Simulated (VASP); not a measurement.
# Ir3O2 (P-3m1) in VASP: relaxation of cell and atoms with PBE

Aim: the relaxation of cell and atoms of Ir3O2 with PBE.

Everything below comes from runs of VASP 6.6.1. Logs are shortened: lines on timing, memory, paths and dates and some standing lists are left out, and cuts for length are marked.

## 1. The cell of the first run

Symmetry: P-3m1, No. 164, trigonal system. The conventional cell has a = 3.424 Å, b = 3.424 Å, c = 5.328 Å, α = 90.00°, β = 90.00°, γ = 120.00°. Within 3.1 Å of Ir (site symmetry -3m) lie 6 O at 2.37 Å and 6 Ir at 2.74 Å. Within 2.8 Å of Ir (site symmetry 3m) lie 4 O at 2.06 to 2.13 Å and 6 Ir at 2.51 to 2.74 Å. O (site symmetry 3m) has 7 Ir at 2.06 to 2.37 Å within 2.7 Å.

## 2. Relaxation of cell and atoms, PBE

File INCAR:

```
PREC     = Accurate       # precision mode
ENCUT    = 700            # plane-wave cutoff, eV
EDIFF    = 1E-7           # SCF threshold, eV
ISMEAR   = 0              # smearing method
SIGMA    = 0.1            # smearing width, eV
LREAL    = False          # projectors in reciprocal space
LASPH    = True           # aspherical terms in the spheres
NELM     = 120            # most SCF steps
ALGO     = Normal         # electronic algorithm
ISIF     = 3              # what is computed and relaxed
LWAVE    = False          # write WAVECAR
LCHARG   = False          # write CHGCAR
GGA      = PE             # functional
IBRION   = 2              # ionic algorithm
NSW      = 90             # ionic steps
EDIFFG   = -0.04          # ionic threshold
GGA_COMPAT= False        
NELMIN   = 4
```

File KPOINTS:

```
Automatic mesh
0
Gamma
  6 6 4
```

File POSCAR:

```
Ir3O2
1.0
    3.4244365392      0.0000000000      0.0000000000
   -1.7122182696      2.9656490366      0.0000000000
    0.0000000000      0.0000000000      5.3278670014
Ir O
3 2
Direct
    0.0000000000      0.0000000000      0.0000000000
    0.3333333333      0.6666666667      0.6450000000
    0.6666666667      0.3333333333      0.3550000000
    0.3333333333      0.6666666667      0.2450000000
    0.6666666667      0.3333333333      0.7550000000
```

Potentials or basis: VASP PAW PBE potentials, release 64 (Ir_sv_GW, O).

Command:

```console
$ cat potpaw_PBE.64/Ir_sv_GW/POTCAR potpaw_PBE.64/O/POTCAR > POTCAR
$ mpirun -np 1 vasp_std > vasp.out
```

OUTCAR:

```text
PREC = Accurate
   ENCUT = 700
   EDIFF = 1E-7
   ISMEAR = 0
   LREAL = False
   LASPH = True
   NELM = 120
   ISIF = 3
   GGA = PE
   IBRION = 2
   NSW = 90
   EDIFFG = -0.04
   NELMIN = 4

 ion  position               nearest neighbor table
   1  0.000  0.000  0.000-   4 2.37   5 2.37   5 2.37   4 2.37   5 2.37   4 2.37   2 2.74   3 2.74
                             2 2.74   3 2.74   3 2.74   2 2.74
   2  0.333  0.667  0.645-   5 2.06   5 2.06   5 2.06   4 2.13   3 2.51   3 2.51   3 2.51   1 2.74
                             1 2.74   1 2.74
   3  0.667  0.333  0.355-   4 2.06   4 2.06   4 2.06   5 2.13   2 2.51   2 2.51   2 2.51   1 2.74
                             1 2.74   1 2.74
   4  0.333  0.667  0.245-   3 2.06   3 2.06   3 2.06   2 2.13   1 2.37   1 2.37   1 2.37
   5  0.667  0.333  0.755-   2 2.06   2 2.06   2 2.06   3 2.13   1 2.37   1 2.37   1 2.37

  LATTYP: Found a hexagonal cell.
 ALAT       =     3.4244365392
 C/A-ratio  =     1.5558375635

  Lattice vectors:

 A1 = (   3.4244365392,   0.0000000000,   0.0000000000)
 A2 = (  -1.7122182696,   2.9656490366,   0.0000000000)
 A3 = (   0.0000000000,   0.0000000000,   5.3278670014)

Analysis of symmetry for initial positions (statically):
=====================================================================
 Subroutine PRICEL returns:
 Original cell was already a primitive cell.

 Routine SETGRP: Setting up the symmetry group for a
 hexagonal supercell.

 Subroutine GETGRP returns: Found 12 space group operations
 (whereof 12 operations were pure point group operations)
 out of a pool of 24 trial point group operations.

The static configuration has the point symmetry D_3d.

Analysis of symmetry for dynamics (positions and initial velocities):
=====================================================================
 Subroutine PRICEL returns:
 Original cell was already a primitive cell.

 Routine SETGRP: Setting up the symmetry group for a
 hexagonal supercell.

 Subroutine GETGRP returns: Found 12 space group operations
 (whereof 12 operations were pure point group operations)
 out of a pool of 24 trial point group operations.

The dynamic configuration has the point symmetry D_3d.

 Subroutine INISYM returns: Found 12 space group operations
 (whereof 12 operations are pure point group operations),
 and found     1 'primitive' translations

----------------------------------------------------------------------------------------

                                     Primitive cell

  volume of cell :      54.1081

  direct lattice vectors                    reciprocal lattice vectors
     3.424436539  0.000000000  0.000000000     0.292018844  0.168597158  0.000000000
[... 81 lines left out ...]
 SYSTEM =  unknown system
   PREC   = accura    normal or accurate (medium, high low for compatibility)
   ISTART =      0    job   : 0-new  1-cont  2-samecut
   ICHARG =      2    charge: 1-file 2-atom 10-const
   ISPIN  =      1    spin polarized calculation?
   LNONCOLLINEAR =      F non collinear calculations
   LSORBIT =      F    spin-orbit coupling
   LASPH  =      T    aspherical Exc in radial PAW
   ENCUT  =  700.0 eV  51.45 Ry    7.17 a.u.   7.39  7.39 11.49*2*pi/ulx,y,z
   NELM   =    120;   NELMIN=  4; NELMDL= -5     # of ELM steps
   EDIFF  = 0.1E-06   stopping-criterion for ELM
   LREAL  =      F    real-space projection
   EDIFFG = -.4E-01   stopping-criterion for IOM
   NSW    =     90    number of steps for IOM
   IBRION =      2    ionic relax: 0-MD 1-quasi-New 2-CG
   NFREE  =      1    steps in history (QN), initial steepest desc. (CG)
   ISIF   =      3    stress and relaxation
   ISYM   =      2    0-nonsym 1-usesym 2-fastsym
   POTIM  = 0.5000    time-step for ionic-motion
   TEBEG  =    0.0;   TEEND  =   0.0 temperature during run
   PSTRESS=    0.0 pullay stress
   NELECT =      63.0000    total number of electrons
   NUPDOWN=      -1.0000    fix difference up-down
   EMIN   =  10.00;   EMAX   =-10.00  energy-range for DOS
   EFERMI =   0.00;   METHOD = LEGACY
   ISMEAR =     0;   SIGMA  =   0.10  broadening in eV -4-tet -1-fermi 0-gaus
   EFERMI_NEDOS =   21; number of points for ismear=-14 and -15
   IALGO  =     38    algorithm
   IMIX   =      4    mixing-type and parameters
     AMIX     =   0.40;   BMIX     =  1.00
     AMIX_MAG =   1.60;   BMIX_MAG =  1.00
  volume/ion in A,a.u.               =      10.82        73.03
  Fermi-wavevector in a.u.,A,eV,Ry     =   1.722269  3.254616 40.357734  2.966210
  Thomas-Fermi vector in A             =   2.798365
   LORBIT       =      0    0 simple, 1 ext, 2 COOP (PROOUT), +10 PAW based schemes
   GGA     = PE    functional components
   LHFCALC =     F    Hartree Fock is set to
   AEXX    =    0.0000 exact exchange contribution
   IVDW    =     0    specifies the selected vdW correction
   LEPSILON=     F    determine dielectric tensor
   LRPA    =     F    only Hartree local field effects (RPA)
 conjugate gradient relaxation of ions
 non-spin polarized calculation
 Gauss-broadening in eV      SIGMA  =   0.10
  energy-cutoff  :      700.00
  volume of cell :       54.11
 maximum number of plane-waves:      2297
 NGX is ok and might be reduce to    30
   NGX = 15   NGY = 15   NGZ = 23

--------------------------------------- Ionic step        1  -------------------------------------------

 number of electron      62.9999998 magnetization

 Free energy of the ion-electron system (eV)
  ---------------------------------------------------
  ext. energy  EPLUGINS =         0.00000000
  ---------------------------------------------------
  free energy    TOTEN  =       -29.96391757 eV

  energy without entropy =      -29.94060755  energy(sigma->0) =      -29.95226256

 E-fermi :  12.1499     XC(G=0): -14.2145

 val. band max:       12.0817024288   @ k =   0.3333   0.1667   0.5000
 cond. band min:      12.1813755695   @ k =   0.3333   0.1667   0.5000
 fundamental gap:      0.0996731407
 Fermi energy:        12.1498658462
[... 2035 lines left out ...]
  FREE ENERGIE OF THE ION-ELECTRON SYSTEM (eV)
  ---------------------------------------------------
  free  energy   TOTEN  =       -32.0109671438 eV

  energy  without entropy=      -31.9754384310  energy(sigma->0) =      -31.99320279

[... ionic steps 4 to 43 ...]

--------------------------------------- Ionic step       44  -------------------------------------------

 number of electron      63.0000006 magnetization

------------------------ aborting loop because EDIFF is reached ----------------------------------------
[... 73 lines left out ...]
--------------------------------------- Ionic step       46  -------------------------------------------

 number of electron      63.0000009 magnetization

 Free energy of the ion-electron system (eV)
  ---------------------------------------------------
  ext. energy  EPLUGINS =         0.00000000
  ---------------------------------------------------
  free energy    TOTEN  =       -35.21549987 eV

  energy without entropy =      -35.17072992  energy(sigma->0) =      -35.19311490

 E-fermi :   8.8197     XC(G=0): -12.8970

 val. band max:        8.8145482053   @ k =   0.0000   0.0000   0.2500
 cond. band min:       8.8468509800   @ k =   0.5000   0.0000   0.2500
 fundamental gap:      0.0323027747
 Fermi energy:         8.8196815213
[... 990 lines left out ...]
  FREE ENERGIE OF THE ION-ELECTRON SYSTEM (eV)
  ---------------------------------------------------
  free  energy   TOTEN  =       -35.2154998717 eV

  energy  without entropy=      -35.1707299218  energy(sigma->0) =      -35.19311490

 reached required accuracy - stopping structural energy minimisation
```

OSZICAR:

```text
N       E                     dE             d eps       ncg     rms          rms(c)
DAV:   1     0.810504914866E+03    0.81050E+03   -0.51412E+04  1776   0.229E+03
DAV:   2     0.290096318005E+00   -0.81021E+03   -0.79129E+03  2123   0.640E+02
DAV:   3    -0.360432587885E+02   -0.36333E+02   -0.34204E+02  2080   0.127E+02
[... 656 lines left out ...]
DAV:   6    -0.352155012304E+02   -0.41524E-06   -0.14925E-05  1915   0.247E-02    0.202E-02
DAV:   7    -0.352155005572E+02    0.67315E-06   -0.11534E-06  1902   0.722E-03    0.189E-02
DAV:   8    -0.352155000782E+02    0.47901E-06   -0.28314E-07  1543   0.380E-03    0.253E-03
DAV:   9    -0.352154998602E+02    0.21803E-06   -0.70131E-08   888   0.187E-03    0.186E-03
DAV:  10    -0.352154998717E+02   -0.11516E-07   -0.13281E-08   888   0.791E-04
  46 F= -.35215500E+02 E0= -.35193115E+02  d E =-.481810E-03
```

CONTCAR:

```text
Ir3O2
   1.00000000000000
     3.3538018603249711    0.0000000000000002    0.0000000000000000
    -1.6769009301624855    2.9044776103055661   -0.0000000000000000
     0.0000000000000000   -0.0000000000000000    6.7627031937840076
  Ir              O
     3     2
Direct
     0.0000000000000000    0.0000000000000000    0.0000000000000000
     0.3333333332999970    0.6666666667000030    0.6110035105338671
     0.6666666667000030    0.3333333332999970    0.3889964894661329
     0.3333333332999970    0.6666666667000030    0.1146406617719861
     0.6666666667000030    0.3333333332999970    0.8853593382280137

  0.00000000E+00  0.00000000E+00  0.00000000E+00
  0.00000000E+00  0.00000000E+00  0.00000000E+00
  0.00000000E+00  0.00000000E+00  0.00000000E+00
  0.00000000E+00  0.00000000E+00  0.00000000E+00
  0.00000000E+00  0.00000000E+00  0.00000000E+00
```

It took 40 min on 1 thread of Intel Xeon Platinum 8375C at 2.90GHz (Ice Lake), shared host; peak memory 0.26 GiB.

What came out:

```yaml
Free_energy: -35.2155 eV
Relaxed_volume: 13.18 Å³/atom
Relaxed_cell: a = 3.354 Å, b = 3.354 Å, c = 6.763 Å, α = 90.00°, β = 90.00°, γ = 120.00°
Space_group_after_relaxing_to_0.1_Å: P-3m1 (No. 164)
Pressure_after_relaxing: -0.1 GPa
Largest_force_after_relaxing: 0.010 eV/Å
Band_gap_on_the_k_mesh: zero (an odd number of electrons rules out a gap without spin polarisation)
```

Forces in eV/Å, atoms in the order of the input:
```
Ir   0.000  0.000  0.000
Ir   0.000  0.000  0.010
Ir   0.000  0.000 -0.010
O    0.000  0.000 -0.004
O    0.000  0.000  0.004
```

Final structure:
```
CELL_PARAMETERS angstrom
3.35380 0.00000 0.00000
-1.67690 2.90448 0.00000
0.00000 0.00000 6.76270
ATOMIC_POSITIONS crystal
Ir 0.00000 0.00000 0.00000
Ir 0.33333 0.66667 0.61100
Ir 0.66667 0.33333 0.38900
O 0.33333 0.66667 0.11464
O 0.66667 0.33333 0.88536
```

Caveat: the volume moved by over 15 % at a fixed basis, so the end points are rough; spin-orbit coupling is left out, which moves the levels of the heavy elements.

The gap in the log of VASP goes by the Fermi energy; the results here count the filled bands.